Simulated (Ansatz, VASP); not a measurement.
# One calculation of GaN, two programs

INCAR

```
SYSTEM = GaN
PREC     = Accurate       ! precision mode
ENCUT    = 520            ! plane-wave cutoff, eV
EDIFF    = 1E-7           ! SCF threshold, eV
ISMEAR   = 0              ! smearing method
SIGMA    = 0.01           ! smearing width, eV
LREAL    = .FALSE.        ! projectors in reciprocal space
LASPH    = .TRUE.         ! aspherical terms in the spheres
NELM     = 60             ! most SCF steps
ALGO     = Normal         ! electronic algorithm
ISIF     = 2              ! what is computed and relaxed
LWAVE    = .FALSE.        ! write WAVECAR
LCHARG   = .FALSE.        ! write CHGCAR
NBANDS   = 16             ! bands
```

Contents of KPOINTS:

```
regular mesh
0
G
  10 10 10
  0 0 0
```

The input POSCAR:

```
GaN
1.0
    0.0000000000      2.2277045316      2.2277045316
    2.2277045316      0.0000000000      2.2277045316
    2.2277045316      2.2277045316      0.0000000000
Ga N
1 1
Direct
    0.0000000000      0.0000000000      0.0000000000
    0.2500000000      0.2500000000      0.2500000000
```

Input for Ansatz:

```yaml
crystal:
  lattice:
    - [0.0, 2.22770453164, 2.22770453164]
    - [2.22770453164, 0.0, 2.22770453164]
    - [2.22770453164, 2.22770453164, 0.0]
  atoms:
    - { symbol: Ga, position: [0.0, 0.0, 0.0] }
    - { symbol: "N", position: [0.25, 0.25, 0.25] }
kpoints:
  mp_grid: { grid: [10, 10, 10] }
scf:
  occupations: { method: fixed }
hamiltonian:
  xc: lda
  pseudopotentials: { kind: all_electron, lapw: { basis_error: 0.001 } }
output:
  forces: true
  stress: true
  eigenvalues: true
  eigenstates:
    nscf_kmesh: { grid: [16, 16, 16] }
    de_dk: true
    e_range: [-9, 11.95503373161]
  optics:
    e_range: [0, 20]
    de: 0.2
    sigma: 0.25
    bands: { spectra_wanted_up_to: 20 }
    nscf_kmesh: { grid: [16, 16, 16] }
checkpoint:
  write: ck
  write_wavefunctions: false
```

Alike in both runs: task single point; functional LDA; k mesh 10 × 10 × 10; no spin polarisation.

|  | VASP | Ansatz |
| --- | --- | --- |
| version | VASP 6.6.1 | Ansatz 0.2.0 |
| potentials or method | VASP PAW LDA potentials, release 64 (Ga_d, N), cutoff 520 eV | all-electron LAPW, scalar-relativistic |
| occupations | gaussian, width 0.01 eV | fixed |

```tsv
	VASP	Ansatz	Ansatz less VASP
gap on the k mesh at the Fermi level (eV)	1.97	1.96	-0.010
pressure (GPa)	1.1	0.2	-0.91
```

LDA's correlation is that of Perdew and Zunger in VASP and of Perdew and Wang (1992) in Ansatz. Ansatz ran all-electron here, and VASP with PAW potentials.
